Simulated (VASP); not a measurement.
Set up this calculation in VASP 6.6.1, as the native input.

- Task: relaxation of cell and atoms
- Functional: PBE
- Potentials or basis: VASP PAW PBE potentials, release 64 (Mg, Cd, S)
- Cutoff: 600 eV
- k mesh: 2 × 3 × 3
- Occupations: gaussian, width 0.1 eV
- Spin: no spin polarisation
- Dipole correction: no
- Further INCAR settings: ALGO = Normal; EDIFF = 1e-06; IBRION = 2; EDIFFG = -0.025; NSW = 80; ISIF = 3

The structure of Mg2CdS3 lies in POSCAR:

```
Mg2CdS3
1.0
    0.1005280931      0.0453435708     -6.6737465912
    6.3807106192     -3.6598287813     -0.0689294736
   -6.2715269581     -3.4707184061      0.1174716275
Mg Cd S
4 2 6
Direct
    0.4996440476      0.1658747086      0.5053266035
    0.9991410436      0.8239552903      0.4919851202
    1.0000259152      0.4875569059      0.8200595214
    0.4850294100      0.4910260461      0.1516841705
    0.5052836807      0.8260755968      0.8312256698
    1.0063602995      0.1744561699      0.1801516634
    0.8767561145      0.8275002015      0.8317208549
    0.8752430527      0.1741139734      0.5077387818
    0.3762357479      0.8317904939      0.4882713683
    0.3914980776      0.1904186419      0.1874914805
    0.3599784256      0.4816846457      0.8270818153
    0.8748041850      0.5255473260      0.1772629504
```

The input as run:

INCAR

```
SYSTEM = Mg2CdS3
  PREC = Accurate
  ENCUT = 600
  EDIFF = 1E-6
  ISMEAR = 0
  SIGMA = 0.1
  LREAL = .False.
  LASPH = .True.
  NELM = 100
  ALGO = Normal
  ISIF = 3
  LWAVE = .False.
  LCHARG = .False.
  GGA = PE
  IBRION = 2
  NSW = 80
  EDIFFG = -0.025
```

KPOINTS

```
Automatic mesh
0
Gamma
  2 3 3
  0 0 0
```

Potentials or basis: VASP PAW PBE potentials, release 64 (Mg, Cd, S).

The run is started by

```sh
$ cat potpaw_PBE.64/Mg/POTCAR potpaw_PBE.64/Cd/POTCAR potpaw_PBE.64/S/POTCAR > POTCAR
$ mpirun -np 1 vasp_std > vasp.out
```

Results of the run:

* Relaxed volume: 24.01 Å³/atom
* Relaxed cell: a = 6.624 Å, b = 7.085 Å, c = 7.087 Å, α = 119.95°, β = 89.94°, γ = 90.10°
* Space group after relaxing (to 0.1 Å): Cmc2_1 (No. 36)
* Energy gained by relaxing: 39.4 meV/atom
* Ionic steps: 14
* Pressure after relaxing: 0.0 GPa
* Largest force after relaxing: 0.018 eV/Å
* Band gap on the k mesh: 2.56 eV

Caveat: the k points lie up to 0.47 Å⁻¹ apart in the final cell.

It took 27 min on 1 thread of Oxide Virtual Turin-like Processor (shared host), peak memory 0.5 GiB.
